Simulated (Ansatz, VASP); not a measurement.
# Sn4P: VASP beside Ansatz

```
Sn P
1.0
    -4.10588    4.10588    1.89303
     4.10588   -4.10588    1.89303
     4.10588    4.10588   -1.89303
Sn P
4 1
Direct
  0.43263 0.23083 0.66346
  0.23083 0.56737 0.79820
  0.56737 0.76917 0.33654
  0.76917 0.43263 0.20180
  0.00000 0.00000 0.00000
```

Change from the starting cell: species swapped into the LuAg4 type (I4/m, No. 87).

Alike in both runs: functional PBE; k mesh 6 × 6 × 6; occupations gaussian, width 0.1 eV; no spin polarisation.

Ansatz relaxed the structure, and its values are those at the end. VASP's run is a single point on that final structure, the one shown.

|  | VASP | Ansatz |
| --- | --- | --- |
| version | VASP 6.6.1 | Ansatz 0.2.0 |
| potentials or method | VASP PAW PBE potentials, release 64 (Sn_d, P), cutoff 520 eV | scalar-relativistic, plane waves, PAW |
| valence electrons in the cell | 61 | 61 |

|  | VASP | Ansatz | Ansatz less VASP |
| --- | --- | --- | --- |
| gap on the k mesh at the Fermi level (eV) | none | none | - |
| pressure (GPa) | -0.3 | -0.2 | +0.06 |
| rms of the force components (eV/Å) | 0.008 | 0.008 | +0.0005 |

A gap of «none» marks a metal or a gap that the smearing closes.
